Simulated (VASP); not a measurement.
Write the native input for VASP 6.6.1 that does the following.

```yaml
Task: single point
Functional: LDA
Potentials_or_basis: VASP PAW LDA potentials, release 64 (Y_sv)
Cutoff: 520 eV
k_mesh: 13 × 13 × 13
Occupations: fermi-dirac, width 0.08 eV
Spin: no spin polarisation
Dipole_correction: no
Further_INCAR_settings: ALGO = Normal; EDIFF = 1e-07; NBANDS = 12
```

The structure of Y lies in POSCAR:

```
Y
1.0
    0.0000000000      1.9464446944      1.9464446944
    1.9464446944      0.0000000000      1.9464446944
    1.9464446944      1.9464446944      0.0000000000
Y
1
Direct
    0.0000000000      0.0000000000      0.0000000000
```

This cell differs from its parent crystal: volume scaled by 0.5.

One way to write it, as run:

INCAR

```
SYSTEM = Y
PREC     = Accurate       ! precision mode
ENCUT    = 520            ! plane-wave cutoff, eV
EDIFF    = 1E-7           ! SCF threshold, eV
ISMEAR   = -1             ! smearing method
SIGMA    = 0.08           ! smearing width, eV
LREAL    = .FALSE.        ! projectors in reciprocal space
LASPH    = .TRUE.         ! aspherical terms in the spheres
NELM     = 80             ! most SCF steps
ALGO     = Normal         ! electronic algorithm
ISIF     = 2              ! what is computed and relaxed
LWAVE    = .FALSE.        ! write WAVECAR
LCHARG   = .FALSE.        ! write CHGCAR
GGA      = CA             ! functional
NBANDS   = 12             ! bands
```

KPOINTS

```
regular mesh
0
G
  13 13 13
  0 0 0
```

Potentials or basis: VASP PAW LDA potentials, release 64 (Y_sv).

Launch:

```bash
$ cat potpaw_LDA.64/Y_sv/POTCAR > POTCAR
$ mpirun -np 1 vasp_std > vasp.out
```

Results of the run:

| Item | Value |
| --- | --- |
| Pressure | 89.4 GPa |

It took 11 s on 1 thread of Intel Xeon 6975P-C, on a shared host, peak memory 0.14 GiB.
